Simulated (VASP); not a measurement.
A run of VASP 6.6.1 is set up as follows.

INCAR

```
SYSTEM = ZnS
ALGO     = Normal         ! electronic algorithm
EDIFF    = 1E-7           ! SCF threshold, eV
ENCUT    = 520            ! plane-wave cutoff, eV
GGA      = PE             ! functional
ISIF     = 2              ! what is computed and relaxed
ISMEAR   = 0              ! smearing method
LASPH    = .TRUE.         ! aspherical terms in the spheres
LCHARG   = .FALSE.        ! write CHGCAR
LREAL    = .FALSE.        ! projectors in reciprocal space
LWAVE    = .FALSE.        ! write WAVECAR
NBANDS   = 26             ! bands
NELM     = 100            ! most SCF steps
PREC     = Accurate       ! precision mode
SIGMA    = 0.05           ! smearing width, eV
```

KPOINTS

```
k-points
0
G
  9 9 4
  0 0 0
```

POSCAR

```
ZnS
1.0
    3.8455587354      0.0000000000      0.0000000000
   -1.9227793677      3.3303515566      0.0000000000
    0.0000000000      0.0000000000      6.3037246812
Zn S
2 2
Direct
    0.2823654471      0.6666666667      0.0052003729
    0.7176345529      0.3333333333      0.5052003729
    0.3745204671      0.6666666667      0.3797996271
    0.6254795329      0.3333333333      0.8797996271
```

Potentials or basis: VASP PAW PBE potentials, release 64 (Zn, S).

Command:

```console
$ cat potpaw_PBE.64/Zn/POTCAR potpaw_PBE.64/S/POTCAR > POTCAR
$ mpirun -np 1 vasp_std > vasp.out
```

**Question.** Estimate the band gap on the k mesh.

**Answer.** 1.99 eV.

**Question.** Estimate the largest force.

**Answer.** 0.258 eV/Å.

**Question.** Estimate the pressure.

**Answer.** -0.1 GPa.

Forces on the atoms (eV/Å):
```
Zn   0.244  0.027  0.079
Zn  -0.244 -0.027  0.079
S   -0.099  0.018 -0.079
S    0.099 -0.018 -0.079
```

Caveat: the cell differs from its parent crystal (atoms displaced along a vibrational mode).
